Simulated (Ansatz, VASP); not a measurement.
## In3Se in VASP and in Ansatz

File INCAR:

```
  PREC = Accurate
  ENCUT = 600
  EDIFF = 1E-6
  ISMEAR = 0
  SIGMA = 0.1
  LREAL = F
  LASPH = T
  NELM = 60
  ALGO = Normal
  ISIF = 3
  LWAVE = F
  LCHARG = F
  GGA = PE
  IBRION = 2
  NSW = 100
  EDIFFG = -0.01
```

The input KPOINTS:

```
regular mesh
0
Gamma
  10 10 10
```

POSCAR

```
In3Se
1.0
    4.8037581400      0.0000000000      0.0000000000
    0.0000000000      4.8037581400      0.0000000000
    0.0000000000      0.0000000000      4.8037581400
In Se
3 1
Direct
    0.0000000000      0.5000000000      0.5000000000
    0.5000000000      0.0000000000      0.5000000000
    0.5000000000      0.5000000000      0.0000000000
    0.0000000000      0.0000000000      0.0000000000
```

Input for Ansatz:

```yaml
crystal:
  lattice:
    - [4.80375814, 0.0, 0.0]
    - [0.0, 4.80375814, 0.0]
    - [0.0, 0.0, 4.80375814]
  atoms:
    - { symbol: In, position: [0.0, 0.5, 0.5] }
    - { symbol: In, position: [0.5, 0.0, 0.5] }
    - { symbol: In, position: [0.5, 0.5, 0.0] }
    - { symbol: Se, position: [0.0, 0.0, 0.0] }
basis:
  ecutwfc: 420
kpoints:
  mp_grid: { grid: [10, 10, 10] }
hamiltonian:
  xc: pbe
scf:
  occupations: { method: gaussian, width: 0.1 }
output:
  forces: true
  stress: true
  eigenvalues: true
relax:
  adjacent_minimum: "off"
  f_tol: 0.01
  max_steps: 80
  cell: { stress_tol: 0.05 }
```

Alike in both runs: task relaxation of cell and atoms; functional PBE; k mesh 10 × 10 × 10; occupations gaussian, width 0.1 eV; no spin polarisation.

|  | VASP | Ansatz |
| --- | --- | --- |
| version | VASP 6.6.1 | Ansatz 0.2.0 |
| potentials or method | VASP PAW PBE potentials, release 64 (In_d, Se), cutoff 600 eV | scalar-relativistic, plane waves, PAW |
| valence electrons in the cell | 45 | 55 |

Ansatz gave:

* gap on the k mesh at the Fermi level, each at its own relaxed structure (eV): none
* relaxed volume (Å³/atom): 27.48
* relaxed cell length with the largest relative difference (Å): 4.790

Q: What did VASP give for the same quantities?

A: gap on the k mesh at the Fermi level, each at its own relaxed structure (eV): none; relaxed volume (Å³/atom): 27.50; relaxed cell length with the largest relative difference (Å): 4.792.

A gap of «none» marks a metal or a gap that the smearing closes. VASP's potentials hold 45 valence electrons a cell and Ansatz's 55, so a difference there can come from the potentials and not from the codes.
